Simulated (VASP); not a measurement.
Ga:

```xyz
2
Lattice="3.0991 0.0000 0.0000 -1.5495 2.6839 0.0000 0.0000 0.0000 5.0300" Properties=species:S:1:pos:R:3 pbc="T T T"
Ga    0.0000    1.7893    1.2575
Ga    1.5495    0.8946    3.7725
```

This isn't the form of Ga at room conditions, which is orthorhombic.

| Quantity | Value |
| --- | --- |
| Program | VASP 6.6.1 |
| Task | relaxation of cell and atoms |
| Functional | r2SCAN |
| Potentials or basis | VASP PAW PBE potentials, release 64 (Ga_d) |
| Cutoff | 600 eV |
| k mesh | 6 × 6 × 4 |
| Occupations | gaussian, width 0.1 eV |
| Spin | no spin polarisation |

At the start: pressure -6.6 GPa; volume 20.92 Å³/atom.

Q: Where does the relaxation end?

A: Over 6 steps the energy falls by 76.7 meV/atom and the volume is 17.83 Å³/atom (-14.7 %); space group P6_3/mmc (No. 194, to 0.1 Å) before and after.

Step by step:
```tsv
step	energy change (eV)	largest force (eV/Å)	pressure (GPa)	volume (Å³)
1	0.0000	0.0000	-6.55	41.84
2	-0.1345	0.0000	-1.40	36.87
3	-0.1384	0.0000	-0.17	36.07
4	-0.1384	0.0000	0.05	35.96
5	-0.1425	0.0000	-0.02	35.89
6	-0.1533	0.0000	0.26	35.67
```

Final structure:
```yaml
crystal:
  lattice:
    - [2.90503, 0.00000, 0.00000]
    - [-1.45252, 2.51583, 0.00000]
    - [0.00000, 0.00000, 4.88040]
  atoms:
    - { symbol: Ga, position: [0.33333, 0.66667, 0.25000] }
    - { symbol: Ga, position: [0.66667, 0.33333, 0.75000] }
```

Caveat: the k points lie up to 0.42 Å⁻¹ apart in the final cell, too coarse for converged energies and pressures of a metal; the PAW data sets were made with another functional, which shifts forces and pressure a little.
